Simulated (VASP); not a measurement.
# TiTe2 (P1) in VASP: single point with PBE

Aim: the single point of TiTe2 with PBE.

All numbers are computed with VASP 6.6.1; they aren't measurements. Logs are shortened: lines on timing, memory, paths and dates and some standing lists are left out, and cuts for length are marked.

## Step 1: The cell of the first run

The typed cell holds 3 atoms: a = 3.743 Å, b = 3.681 Å, c = 7.091 Å, α = 88.98°, β = 90.52°, γ = 120.05°.

## Step 2: Single point, PBE (atoms moved at random and the cell strained at random)

Input file INCAR:

```
  PREC = Accurate
  ENCUT = 520
  EDIFF = 1E-7
  ISMEAR = 0
  SIGMA = 0.05
  LREAL = F
  LASPH = T
  NELM = 80
  ALGO = Normal
  ISIF = 2
  LWAVE = F
  LCHARG = T
  GGA = PE
  LELF = T
  LVHAR = T
  NBANDS = 19
```

Input file KPOINTS:

```
Automatic mesh
0
Gamma
  10 10 6
```

Input file POSCAR:

```
TiTe2
1.0
    3.7425512721      0.0164052966     -0.0171266308
   -1.8570682325      3.1782505251      0.0331560623
   -0.0321772535      0.0533523365      7.0909874943
Ti Te
1 2
Direct
    0.0330412948      0.0194301674      0.0097208814
    0.2785174837      0.6277506611      0.2562173643
    0.6884412215      0.3528191714      0.7340617543
```

Potentials or basis: VASP PAW PBE potentials, release 64 (Ti_sv, Te).

The run is started by

```sh
> cat potpaw_PBE.64/Ti_sv/POTCAR potpaw_PBE.64/Te/POTCAR > POTCAR
> mpirun -np 1 vasp_std > vasp.out
```

OUTCAR:

```text
PREC = Accurate
   ENCUT = 520
   EDIFF = 1E-7
   ISMEAR = 0
   LREAL = F
   LASPH = T
   NELM = 80
   ISIF = 2
   GGA = PE

 ion  position               nearest neighbor table
   1  0.033  0.019  0.010-   2 2.64   2 2.68   3 2.89   3 2.91   3 2.91   2 3.01
   2  0.279  0.628  0.256-   1 2.64   1 2.68   1 3.01
   3  0.688  0.353  0.734-   1 2.89   1 2.91   1 2.91

  LATTYP: Found a triclinic cell.
 ALAT       =     3.6811789069
 B/A-ratio  =     1.7312821935
 C/A-ratio  =     2.8136519855
 COS(alpha) =     0.0040564397
 COS(beta)  =     0.3740460169
 COS(gamma) =     0.8611644497

  Lattice vectors:

 A1 = (   1.8570682325,  -3.1782505251,  -0.0331560623)
 A2 = (  -0.0284148071,  -6.3729063468,  -0.0491854938)
 A3 = (   7.5172797977,  -0.0205417433,  -7.1252407559)

Analysis of symmetry for initial positions (statically):
=====================================================================
 Subroutine PRICEL returns:
 Original cell was already a primitive cell.

 Routine SETGRP: Setting up the symmetry group for a
 triclinic supercell.

 Subroutine GETGRP returns: Found  1 space group operations
 (whereof  1 operations were pure point group operations)
 out of a pool of  2 trial point group operations.

The static configuration has the point symmetry C_1 .

Analysis of symmetry for dynamics (positions and initial velocities):
=====================================================================
 Subroutine PRICEL returns:
 Original cell was already a primitive cell.

 Routine SETGRP: Setting up the symmetry group for a
 triclinic supercell.

 Subroutine GETGRP returns: Found  1 space group operations
 (whereof  1 operations were pure point group operations)
 out of a pool of  2 trial point group operations.

The dynamic configuration has the point symmetry C_1 .

 Subroutine INISYM returns: Found  1 space group operations
 (whereof  1 operations are pure point group operations),
 and found     1 'primitive' translations

----------------------------------------------------------------------------------------

                                     Primitive cell

  volume of cell :      84.5550

  direct lattice vectors                    reciprocal lattice vectors
     3.742551272  0.016405297 -0.017126631     0.266514965  0.155725680  0.000037709
    -1.857068233  3.178250525  0.033156062    -0.001386595  0.313853013 -0.002367711
    -0.032177254  0.053352336  7.090987494     0.000650188 -0.001091396  0.141035244

  length of vectors
     3.742626415  3.681178907  7.091261206     0.308675744  0.313865007  0.141040965

  position of ions in fractional coordinates (direct lattice)
     0.033041295  0.019430167  0.009720881
     0.278517484  0.627750661  0.256217364
     0.688441221  0.352819171  0.734061754

  ion indices of the primitive-cell ions
   primitive index   ion index
                 1           1
                 2           2
                 3           3

----------------------------------------------------------------------------------------

 KPOINTS: Automatic mesh

Automatic generation of k-mesh.
 Grid dimensions read from file:
 generate k-points for:   10   10    6

 Generating k-lattice:

  Cartesian coordinates                     Fractional coordinates (reciprocal lattice)
     0.026651496  0.015572568  0.000003771     0.100000000 -0.000000000  0.000000000
    -0.000138659  0.031385301 -0.000236771    -0.000000000  0.100000000  0.000000000
     0.000108365 -0.000181899  0.023505874     0.000000000  0.000000000  0.166666667

  Length of vectors
     0.030867574  0.031386501  0.023506828

  Shift w.r.t. Gamma in fractional coordinates (k-lattice)
     0.000000000  0.000000000  0.000000000

 Subroutine IBZKPT returns following result:
 ===========================================

 Found    304 irreducible k-points:

 Following reciprocal coordinates:
            Coordinates               Weight
  0.000000  0.000000  0.000000      1.000000
  0.100000  0.000000 -0.000000      2.000000
  0.200000  0.000000 -0.000000      2.000000
  0.300000  0.000000 -0.000000      2.000000
  0.400000  0.000000  0.000000      2.000000
  0.500000  0.000000 -0.000000      1.000000
[... 16 lines left out ...]
 -0.400000  0.200000  0.000000      2.000000
 -0.300000  0.200000  0.000000      2.000000
 [... further k-points ...]
   k-points           NKPTS =    304   k-points in BZ     NKDIM =    304   number of bands    NBANDS=     19
   number of dos      NEDOS =    301   number of ions     NIONS =      3
   total plane-waves  NPLWV =  42336
   dimension x,y,z NGX =    28 NGY =   28 NGZ =   54
   dimension x,y,z NGXF=    56 NGYF=   56 NGZF=  108
   ions per type =               1   2
   NGX,Y,Z   is equivalent  to a cutoff of  12.44, 12.65, 12.66 a.u.
   NGXF,Y,Z  is equivalent  to a cutoff of  24.87, 25.29, 25.32 a.u.
 SYSTEM =  unknown system
   PREC   = accura    normal or accurate (medium, high low for compatibility)
   ISTART =      0    job   : 0-new  1-cont  2-samecut
   ICHARG =      2    charge: 1-file 2-atom 10-const
   ISPIN  =      1    spin polarized calculation?
   LNONCOLLINEAR =      F non collinear calculations
   LSORBIT =      F    spin-orbit coupling
   LASPH  =      T    aspherical Exc in radial PAW
   ENCUT  =  520.0 eV  38.22 Ry    6.18 a.u.   6.96  6.84 13.19*2*pi/ulx,y,z
   NELM   =     80;   NELMIN=  2; NELMDL= -5     # of ELM steps
   EDIFF  = 0.1E-06   stopping-criterion for ELM
   LREAL  =      F    real-space projection
   EDIFFG = 0.1E-05   stopping-criterion for IOM
   NSW    =      0    number of steps for IOM
   IBRION =     -1    ionic relax: 0-MD 1-quasi-New 2-CG
   NFREE  =      0    steps in history (QN), initial steepest desc. (CG)
   ISIF   =      2    stress and relaxation
   ISYM   =      2    0-nonsym 1-usesym 2-fastsym
   POTIM  = 0.5000    time-step for ionic-motion
   TEBEG  =    0.0;   TEEND  =   0.0 temperature during run
   PSTRESS=    0.0 pullay stress
   NELECT =      24.0000    total number of electrons
   NUPDOWN=      -1.0000    fix difference up-down
   EMIN   =  10.00;   EMAX   =-10.00  energy-range for DOS
   EFERMI =   0.00;   METHOD = LEGACY
   ISMEAR =     0;   SIGMA  =   0.05  broadening in eV -4-tet -1-fermi 0-gaus
   EFERMI_NEDOS =   21; number of points for ismear=-14 and -15
   IALGO  =     38    algorithm
   IMIX   =      4    mixing-type and parameters
     AMIX     =   0.40;   BMIX     =  1.00
     AMIX_MAG =   1.60;   BMIX_MAG =  1.00
  volume/ion in A,a.u.               =      28.18       190.20
  Fermi-wavevector in a.u.,A,eV,Ry     =   1.075884  2.033126 15.749108  1.157527
  Thomas-Fermi vector in A             =   2.211753
   LORBIT       =      0    0 simple, 1 ext, 2 COOP (PROOUT), +10 PAW based schemes
   GGA     = PE    functional components
   LHFCALC =     F    Hartree Fock is set to
   AEXX    =    0.0000 exact exchange contribution
   IVDW    =     0    specifies the selected vdW correction
   LEPSILON=     F    determine dielectric tensor
   LRPA    =     F    only Hartree local field effects (RPA)
 non-spin polarized calculation
 Gauss-broadening in eV      SIGMA  =   0.05
  energy-cutoff  :      520.00
  volume of cell :       84.55
 maximum number of plane-waves:      2294
   NGX = 13   NGY = 13   NGZ = 27

 number of electron      23.9999999 magnetization

 Free energy of the ion-electron system (eV)
  ---------------------------------------------------
  ext. energy  EPLUGINS =         0.00000000
  ---------------------------------------------------
  free energy    TOTEN  =       -15.97964158 eV

  energy without entropy =      -15.97780044  energy(sigma->0) =      -15.97872101

 E-fermi :   6.3316     XC(G=0):  -9.6042

 val. band max:        6.3273968545   @ k =   0.4000   0.0000   0.3333
 cond. band min:       6.3334546732   @ k =  -0.0000   0.3000   0.3333
 fundamental gap:      0.0060578187
 Fermi energy:         6.3315827590

 k-point     1 :       0.0000    0.0000    0.0000
  band No.  band energies     occupation
      1     -51.2240      2.00000
      2     -27.4862      2.00000
      3     -27.4707      2.00000
      4     -27.4232      2.00000
      5      -5.9656      2.00000
      6      -4.9117      2.00000
[... 11 lines left out ...]
     18      11.4035      0.00000
     19      12.0584      0.00000

 k-point     2 :       0.1000    0.0000   -0.0000
  band No.  band energies     occupation
      1     -51.2237      2.00000
      2     -27.4902      2.00000
      3     -27.4716      2.00000
      4     -27.4225      2.00000
      5      -5.8563      2.00000
      6      -4.8348      2.00000
[... 11 lines left out ...]
     18      11.7718      0.00000
     19      12.7794      0.00000

 k-point     3 :       0.2000    0.0000   -0.0000
  band No.  band energies     occupation
      1     -51.2228      2.00000
      2     -27.5006      2.00000
      3     -27.4741      2.00000
      4     -27.4206      2.00000
      5      -5.5431      2.00000
      6      -4.6212      2.00000
[... 11 lines left out ...]
     18      12.1895      0.00000
     19      12.7160      0.00000

 k-point     4 :       0.3000    0.0000   -0.0000
  band No.  band energies     occupation
      1     -51.2219      2.00000
      2     -27.5136      2.00000
      3     -27.4772      2.00000
      4     -27.4181      2.00000
      5      -5.0783      2.00000
      6      -4.3323      2.00000
[... 407 lines left out ...]
     18      11.0958      0.00000
     19      12.6743      0.00000

 k-point    23 :      -0.4000    0.2000    0.0000
  band No.  band energies     occupation
      1     -51.2213      2.00000
      2     -27.5131      2.00000
      3     -27.4872      2.00000
      4     -27.4160      2.00000
      5      -4.8250      2.00000
      6      -4.1870      2.00000
[... 11 lines left out ...]
     18      11.8840      0.00000
     19      12.6437      0.00000

 k-point    24 :      -0.3000    0.2000    0.0000
  band No.  band energies     occupation
      1     -51.2221      2.00000
      2     -27.5039      2.00000
      3     -27.4835      2.00000
      4     -27.4180      2.00000
      5      -5.2433      2.00000
      6      -4.4370      2.00000
[... 11 lines left out ...]
     18      12.3721      0.00000
     19      12.7297      0.00000

 [... further k-points ...]

------------------------ aborting loop because EDIFF is reached ----------------------------------------

  FORCE on cell =-STRESS in cart. coord.  units (eV):
  Direction    XX          YY          ZZ          XY          YZ          ZX
  --------------------------------------------------------------------------------------
  -------------------------------------------------------------------------------------
  Total       -0.5236721      0.5200887     -1.7639492     -0.7241707      0.8754381      1.1409397
  in kB       -9.9227235      9.8548226    -33.4239296    -13.7218398     16.5881087     21.6189260
  external PRESSURE =     -11.1639435 kB  Pullay stress =       0.0000000 kB

 VOLUME and BASIS-vectors are now :
 -----------------------------------------------------------------------------
  energy-cutoff  :      520.00
  volume of cell :       84.55
      direct lattice vectors                 reciprocal lattice vectors
     3.742551272  0.016405297 -0.017126631     0.266514965  0.155725680  0.000037709
    -1.857068233  3.178250525  0.033156062    -0.001386595  0.313853013 -0.002367711
    -0.032177254  0.053352336  7.090987494     0.000650188 -0.001091396  0.141035244

 POSITION                                       TOTAL-FORCE (eV/Angst)
 -----------------------------------------------------------------------------------
      0.08726      0.06281      0.06901        -0.427507     -0.330364     -1.348651
     -0.13165      2.01339      1.83288         0.560958      0.442528      0.154569
      1.89770      1.17181      5.20513        -0.133450     -0.112164      1.194082
 -----------------------------------------------------------------------------------
    total drift:                               -0.000044     -0.000146      0.000058

  FREE ENERGIE OF THE ION-ELECTRON SYSTEM (eV)
  ---------------------------------------------------
  free  energy   TOTEN  =       -15.9796415800 eV

  energy  without entropy=      -15.9778004434  energy(sigma->0) =      -15.97872101
```

It took 3.7 min on 1 thread of Intel Xeon 6975P-C (Granite Rapids), shared host; peak memory 0.57 GiB.

What came out:

- Free energy: -15.9796 eV
- Pressure: -1.1 GPa
- Largest force: 1.453 eV/Å
- Band gap on the k mesh: zero (bands 12 and 13 overlap by 0.49 eV)

Forces on the atoms (eV/Å):
```
Ti  -0.428 -0.330 -1.349
Te   0.561  0.443  0.155
Te  -0.133 -0.112  1.194
```

Stress tensor (GPa, compression positive):
```
-0.99 -1.37  2.16
-1.37  0.99  1.66
 2.16  1.66 -3.34
```

Levels at points of the mesh, in eV from the Fermi level:
```
           k point  band 10  band 11  band 12  band 13  band 14  band 15
(0.00, 0.00, 0.00)    -0.51     0.17     0.29     0.35     1.38     1.51
(0.50, 0.00, 0.00)    -2.32    -1.75    -0.53    -0.06     1.21     1.49
(0.00, 0.50, 0.00)    -2.21    -1.61    -0.90    -0.09     1.20     1.47
(0.50, 0.50, 0.00)    -2.33    -1.56    -0.78    -0.02     1.19     1.49
(0.00, 0.00, 0.50)    -1.14     0.28     0.31     0.61     1.24     1.35
(0.50, 0.00, 0.50)    -1.86    -1.43    -0.28    -0.16     1.21     1.52
(0.00, 0.50, 0.50)    -1.80    -1.37    -0.77    -0.12     1.20     1.53
(0.50, 0.50, 0.50)    -1.73    -1.44    -0.75    -0.01     1.19     1.51
```

Caveat: the cell differs from its parent crystal (atoms moved at random and the cell strained at random); spin-orbit coupling is left out, which moves the levels of the heavy elements; forces of over 1 eV/Å act on the atoms, so gaps and moduli don't describe the material at rest.
